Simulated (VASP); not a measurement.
# Ni (Fm-3m) in VASP: single point with PBE

Aim: the single point of Ni with PBE.

Program: VASP 6.6.1. These are calculated values, not measurements. Logs are shortened: lines on timing, memory, paths and dates and some standing lists are left out, and cuts for length are marked.

## (1) The cell of the first run

Symmetry: Fm-3m, No. 225, cubic system. Conventional cell: a = 3.520 Å, b = 3.520 Å, c = 3.520 Å, α = 90.00°, β = 90.00°, γ = 90.00°. Ni (site symmetry m-3m) has 12 Ni at 2.49 Å within 3.3 Å.

## (2) Single point, PBE

Input file INCAR:

```
PREC = Accurate
ENCUT = 520
EDIFF = 1E-6
ISMEAR = -1
SIGMA = 0.13605693000000002
LREAL = False
LASPH = True
NELM = 100
ALGO = Normal
ISIF = 2
LWAVE = False
LCHARG = False
GGA = PE
NBANDS = 11
```

Input file KPOINTS:

```
regular mesh
0
Gamma
  16 16 16
```

Input file POSCAR:

```
Ni
1.0
    0.0000000000      1.7600779063      1.7600779063
    1.7600779063      0.0000000000      1.7600779063
    1.7600779063      1.7600779063      0.0000000000
Ni
1
Direct
    0.0000000000      0.0000000000      0.0000000000
```

Potentials or basis: VASP PAW PBE potentials, release 64 (Ni).

On the command line:

```
$ cat potpaw_PBE.64/Ni/POTCAR > POTCAR
$ mpirun -np 1 vasp_std > vasp.out
```

OUTCAR:

```text
PREC = Accurate
   ENCUT = 520
   EDIFF = 1E-6
   ISMEAR = -1
   LREAL = False
   LASPH = True
   NELM = 100
   ISIF = 2
   GGA = PE

 ion  position               nearest neighbor table
   1  0.000  0.000  0.000-

  LATTYP: Found a face centered cubic cell.
 ALAT       =     3.5201558126

  Lattice vectors:

 A1 = (   0.0000000000,   1.7600779063,   1.7600779063)
 A2 = (   1.7600779063,   0.0000000000,   1.7600779063)
 A3 = (   1.7600779063,   1.7600779063,   0.0000000000)

Analysis of symmetry for initial positions (statically):
=====================================================================
 Subroutine PRICEL returns:
 Original cell was already a primitive cell.

 Routine SETGRP: Setting up the symmetry group for a
 face centered cubic supercell.

 Subroutine GETGRP returns: Found 48 space group operations
 (whereof 48 operations were pure point group operations)
 out of a pool of 48 trial point group operations.

The static configuration has the point symmetry O_h .

Analysis of symmetry for dynamics (positions and initial velocities):
=====================================================================
 Subroutine PRICEL returns:
 Original cell was already a primitive cell.

 Routine SETGRP: Setting up the symmetry group for a
 face centered cubic supercell.

 Subroutine GETGRP returns: Found 48 space group operations
 (whereof 48 operations were pure point group operations)
 out of a pool of 48 trial point group operations.

The dynamic configuration has the point symmetry O_h .

 Subroutine INISYM returns: Found 48 space group operations
 (whereof 48 operations are pure point group operations),
 and found     1 'primitive' translations

----------------------------------------------------------------------------------------

                                     Primitive cell

  volume of cell :      10.9050

  direct lattice vectors                    reciprocal lattice vectors
     0.000000000  1.760077906  1.760077906    -0.284078334  0.284078334  0.284078334
     1.760077906  0.000000000  1.760077906     0.284078334 -0.284078334  0.284078334
     1.760077906  1.760077906  0.000000000     0.284078334  0.284078334 -0.284078334

  length of vectors
     2.489126046  2.489126046  2.489126046     0.492038108  0.492038108  0.492038108

  position of ions in fractional coordinates (direct lattice)
     0.000000000  0.000000000  0.000000000

  ion indices of the primitive-cell ions
   primitive index   ion index
                 1           1

----------------------------------------------------------------------------------------

 KPOINTS: regular mesh

Automatic generation of k-mesh.
 Grid dimensions read from file:
 generate k-points for:   16   16   16

 Generating k-lattice:

  Cartesian coordinates                     Fractional coordinates (reciprocal lattice)
    -0.017754896  0.017754896  0.017754896     0.062500000  0.000000000  0.000000000
     0.017754896 -0.017754896  0.017754896     0.000000000  0.062500000  0.000000000
     0.017754896  0.017754896 -0.017754896     0.000000000  0.000000000  0.062500000

  Length of vectors
     0.030752382  0.030752382  0.030752382

  Shift w.r.t. Gamma in fractional coordinates (k-lattice)
     0.000000000  0.000000000  0.000000000

 Subroutine IBZKPT returns following result:
 ===========================================

 Found    145 irreducible k-points:

 Following reciprocal coordinates:
            Coordinates               Weight
  0.000000  0.000000  0.000000      1.000000
  0.062500  0.000000  0.000000      8.000000
  0.125000  0.000000  0.000000      8.000000
  0.187500  0.000000  0.000000      8.000000
  0.250000  0.000000  0.000000      8.000000
  0.312500  0.000000  0.000000      8.000000
[... 16 lines left out ...]
 -0.125000  0.062500  0.000000     24.000000
 -0.062500  0.062500  0.000000     12.000000
 [... further k-points ...]
   k-points           NKPTS =    145   k-points in BZ     NKDIM =    145   number of bands    NBANDS=     11
   number of dos      NEDOS =    301   number of ions     NIONS =      1
   total plane-waves  NPLWV =   8000
   dimension x,y,z NGX =    20 NGY =   20 NGZ =   20
   dimension x,y,z NGXF=    40 NGYF=   40 NGZF=   40
   ions per type =               1
   NGX,Y,Z   is equivalent  to a cutoff of  13.36, 13.36, 13.36 a.u.
   NGXF,Y,Z  is equivalent  to a cutoff of  26.72, 26.72, 26.72 a.u.
 SYSTEM =  unknown system
   PREC   = accura    normal or accurate (medium, high low for compatibility)
   ISTART =      0    job   : 0-new  1-cont  2-samecut
   ICHARG =      2    charge: 1-file 2-atom 10-const
   ISPIN  =      1    spin polarized calculation?
   LNONCOLLINEAR =      F non collinear calculations
   LSORBIT =      F    spin-orbit coupling
   LASPH  =      T    aspherical Exc in radial PAW
   ENCUT  =  520.0 eV  38.22 Ry    6.18 a.u.   4.63  4.63  4.63*2*pi/ulx,y,z
   NELM   =    100;   NELMIN=  2; NELMDL= -5     # of ELM steps
   EDIFF  = 0.1E-05   stopping-criterion for ELM
   LREAL  =      F    real-space projection
   EDIFFG = 0.1E-04   stopping-criterion for IOM
   NSW    =      0    number of steps for IOM
   IBRION =     -1    ionic relax: 0-MD 1-quasi-New 2-CG
   NFREE  =      0    steps in history (QN), initial steepest desc. (CG)
   ISIF   =      2    stress and relaxation
   ISYM   =      2    0-nonsym 1-usesym 2-fastsym
   POTIM  = 0.5000    time-step for ionic-motion
   TEBEG  =    0.0;   TEEND  =   0.0 temperature during run
   PSTRESS=    0.0 pullay stress
   NELECT =      10.0000    total number of electrons
   NUPDOWN=      -1.0000    fix difference up-down
   EMIN   =  10.00;   EMAX   =-10.00  energy-range for DOS
   EFERMI =   0.00;   METHOD = LEGACY
   ISMEAR =    -1;   SIGMA  =   0.14  broadening in eV -4-tet -1-fermi 0-gaus
   EFERMI_NEDOS =   21; number of points for ismear=-14 and -15
   IALGO  =     38    algorithm
   IMIX   =      4    mixing-type and parameters
     AMIX     =   0.40;   BMIX     =  1.00
     AMIX_MAG =   1.60;   BMIX_MAG =  1.00
  volume/ion in A,a.u.               =      10.90        73.59
  Fermi-wavevector in a.u.,A,eV,Ry     =   1.590497  3.005604 34.418409  2.529682
  Thomas-Fermi vector in A             =   2.689183
   LORBIT       =      0    0 simple, 1 ext, 2 COOP (PROOUT), +10 PAW based schemes
   GGA     = PE    functional components
   LHFCALC =     F    Hartree Fock is set to
   AEXX    =    0.0000 exact exchange contribution
   IVDW    =     0    specifies the selected vdW correction
   LEPSILON=     F    determine dielectric tensor
   LRPA    =     F    only Hartree local field effects (RPA)
 non-spin polarized calculation
  energy-cutoff  :      520.00
  volume of cell :       10.90
 maximum number of plane-waves:       304
   NGX =  9   NGY =  9   NGZ =  9

 number of electron      10.0000010 magnetization

 Free energy of the ion-electron system (eV)
  ---------------------------------------------------
  ext. energy  EPLUGINS =         0.00000000
  ---------------------------------------------------
  free energy    TOTEN  =        -5.49947682 eV

  energy without entropy =       -5.35666275  energy(sigma->0) =       -5.42806979

 E-fermi :   9.2003     XC(G=0): -13.2412

 val. band max:        9.1972189648   @ k =   0.3750   0.1875   0.0625
 cond. band min:       9.2007564133   @ k =  -0.4375   0.3750   0.0625
 fundamental gap:      0.0035374486
 Fermi energy:         9.2002989184

 k-point     1 :       0.0000    0.0000    0.0000
  band No.  band energies     occupation
      1       0.3321      2.00000
      2       7.3118      2.00000
      3       7.3118      2.00000
      4       7.3118      2.00000
      5       8.4006      1.99441
      6       8.4006      1.99441
      7      32.9678      0.00000
      8      36.8809      0.00000
      9      36.8809      0.00000
     10      36.8809      0.00000
     11      39.8774      0.00000

 k-point     2 :       0.0625    0.0000    0.0000
  band No.  band energies     occupation
      1       0.4847      2.00000
      2       7.2700      2.00000
      3       7.3464      2.00000
      4       7.3464      2.00000
      5       8.3858      1.99499
      6       8.3858      1.99499
      7      32.4778      0.00000
      8      35.0963      0.00000
      9      36.5320      0.00000
     10      36.5320      0.00000
     11      40.3975      0.00000

 k-point     3 :       0.1250    0.0000    0.0000
  band No.  band energies     occupation
      1       0.9347      2.00000
      2       7.1592      2.00000
      3       7.4321      2.00000
      4       7.4321      2.00000
      5       8.3588      1.99589
      6       8.3588      1.99589
      7      30.1366      0.00000
      8      34.0123      0.00000
      9      35.8798      0.00000
     10      35.8799      0.00000
     11      40.9704      0.00000

 k-point     4 :       0.1875    0.0000    0.0000
  band No.  band energies     occupation
      1       1.6538      2.00000
      2       7.0226      2.00000
      3       7.5106      1.99999
      4       7.5106      1.99999
      5       8.3756      1.99535
      6       8.3756      1.99535
      7      26.9672      0.00000
      8      33.5892      0.00000
      9      35.2654      0.00000
     10      35.2654      0.00000
     11      40.9823      0.00000
[... 239 lines left out ...]
 k-point    22 :      -0.1875    0.0625    0.0000
  band No.  band energies     occupation
      1       2.0684      2.00000
      2       6.9307      2.00000
      3       7.5251      1.99999
      4       7.5767      1.99999
      5       8.2440      1.99823
      6       8.5724      1.98039
      7      26.0038      0.00000
      8      31.2620      0.00000
      9      35.2244      0.00000
     10      37.2511      0.00000
     11      39.2296      0.00000

 k-point    23 :      -0.1250    0.0625    0.0000
  band No.  band energies     occupation
      1       1.2770      2.00000
      2       7.0644      2.00000
      3       7.4954      1.99999
      4       7.4989      1.99999
      5       8.2413      1.99826
      6       8.4585      1.99146
      7      29.1838      0.00000
      8      31.9120      0.00000
      9      35.5824      0.00000
     10      37.5632      0.00000
     11      39.4340      0.00000

 k-point    24 :      -0.0625    0.0625    0.0000
  band No.  band energies     occupation
      1       0.7365      2.00000
      2       7.1946      2.00000
      3       7.3967      2.00000
      4       7.4130      2.00000
      5       8.3147      1.99703
      6       8.4164      1.99373
      7      31.6635      0.00000
      8      33.3253      0.00000
      9      35.6152      0.00000
     10      37.4580      0.00000
     11      40.0917      0.00000

 [... further k-points ...]
[... 5 lines left out ...]
  --------------------------------------------------------------------------------------
  -------------------------------------------------------------------------------------
  Total       -0.0288974     -0.0288974     -0.0288974     -0.0000000     -0.0000000     -0.0000000
  in kB       -4.2456386     -4.2456386     -4.2456386     -0.0000000     -0.0000000     -0.0000000
  external PRESSURE =      -4.2456386 kB  Pullay stress =       0.0000000 kB

 VOLUME and BASIS-vectors are now :
 -----------------------------------------------------------------------------
  energy-cutoff  :      520.00
  volume of cell :       10.90
      direct lattice vectors                 reciprocal lattice vectors
     0.000000000  1.760077906  1.760077906    -0.284078334  0.284078334  0.284078334
     1.760077906  0.000000000  1.760077906     0.284078334 -0.284078334  0.284078334
     1.760077906  1.760077906  0.000000000     0.284078334  0.284078334 -0.284078334

 POSITION                                       TOTAL-FORCE (eV/Angst)
 -----------------------------------------------------------------------------------
      0.00000      0.00000      0.00000         0.000000      0.000000      0.000000
 -----------------------------------------------------------------------------------
    total drift:                                0.000000      0.000000      0.000000

  FREE ENERGIE OF THE ION-ELECTRON SYSTEM (eV)
  ---------------------------------------------------
  free  energy   TOTEN  =        -5.4994768225 eV

  energy  without entropy=       -5.3566627505  energy(sigma->0) =       -5.42806979
```

Wall time 7 s (1 thread of Intel Xeon 6975P-C (Granite Rapids), shared host); peak memory 0.13 GiB.

What came out:

* Free energy: -5.4995 eV
* Pressure: -0.4 GPa
* Band gap on the k mesh: zero (band 5 reaches 9.32 eV, above the bottom of band 6 at 8.36 eV)

Levels at points of the mesh, in eV from the Fermi level:
```tsv
k point	band 2	band 3	band 4	band 5	band 6	band 7	band 8	band 9
(0.00, 0.00, 0.00)	-1.89	-1.89	-1.89	-0.80	-0.80	23.77	27.68	27.68
(0.50, 0.00, 0.00)	-1.94	-1.94	-0.18	-0.06	-0.06	6.01	22.26	24.82
(0.50, 0.50, 0.00)	-3.71	-0.08	0.12	0.12	2.57	9.47	14.95	14.95
```

Caveat: the run has no spin polarisation, though such a crystal can be magnetic. Spin polarisation is off, so any magnetic state and its effect on volume and gap are missing.
